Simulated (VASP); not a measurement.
**Ta10NbAl4W: single point with PBE**

The system is Ta10NbAl4W.

```
Al Nb Ta W
1.0
     3.16464   -5.41889   -0.51196
     2.50690    5.03723    0.79374
     0.44783    1.21739    9.65431
Al Nb Ta W
4 1 10 1
Direct
  0.86886 0.04323 0.62926
  0.88965 0.84804 0.13287
  0.58771 0.36598 0.86825
  0.16020 0.74393 0.36471
  0.12695 0.21421 0.37416
  0.39295 0.33350 0.12207
  0.36788 0.05441 0.62534
  0.87963 0.33948 0.11979
  0.36567 0.55590 0.62254
  0.87157 0.55178 0.61859
  0.65175 0.22488 0.37789
  0.10564 0.40035 0.87306
  0.62411 0.71034 0.37451
  0.60981 0.88856 0.87853
  0.09365 0.88618 0.88214
  0.38560 0.82736 0.11688
```

| Item | Value |
| --- | --- |
| Program | VASP 6.6.1 |
| Task | single point |
| Functional | PBE |
| Potentials or basis | VASP PAW PBE potentials, release 64 (Al, Nb_sv, Ta_pv, W_sv) |
| Cutoff | 520 eV |
| k mesh | 4 × 5 × 2 |
| Occupations | gaussian, width 0.1 eV |
| Spin | no spin polarisation |

```json
{
  "Pressure": "0.0 GPa",
  "Largest force": "0.043 eV/Å",
  "Band gap on the k mesh": "zero (an odd number of electrons rules out a gap without spin polarisation)"
}
```

Forces on the atoms (eV/Å):
```
Al  -0.012 -0.028  0.009
Al   0.024  0.022  0.014
Al   0.000 -0.001 -0.030
Al   0.018 -0.002 -0.006
Nb   0.009 -0.003  0.012
Ta  -0.027 -0.002  0.022
Ta  -0.003  0.008 -0.001
Ta   0.007 -0.031 -0.013
Ta  -0.018  0.014 -0.007
Ta   0.003 -0.018 -0.006
Ta   0.006  0.034  0.026
Ta  -0.015 -0.021  0.014
Ta  -0.004 -0.006  0.010
Ta   0.005  0.034 -0.013
Ta   0.026 -0.004 -0.023
W   -0.018  0.003 -0.007
```

Levels at points of the mesh, in eV from the Fermi level:
```tsv
k point	band 71	band 72	band 73	band 74	band 75	band 76	band 77	band 78	band 79	band 80
(0.00, 0.00, 0.00)	-0.69	-0.35	-0.01	0.32	0.40	0.55	0.69	0.82	0.94	1.09
(0.50, 0.00, 0.00)	-0.79	-0.58	-0.35	-0.28	-0.08	0.19	0.23	0.37	0.67	0.96
(0.00, 0.00, 0.50)	-0.54	-0.41	0.05	0.18	0.32	0.48	0.66	0.94	1.02	1.07
(0.50, 0.00, 0.50)	-0.72	-0.61	-0.50	-0.45	-0.09	0.06	0.22	0.43	0.63	0.83
```

Run time: 15 min on 1 thread of AMD EPYC 9R45 96-Core Processor (Zen 5) (shared host), peak memory 0.58 GiB.

Caveat: spin-orbit coupling is left out, which moves the levels of the heavy elements.
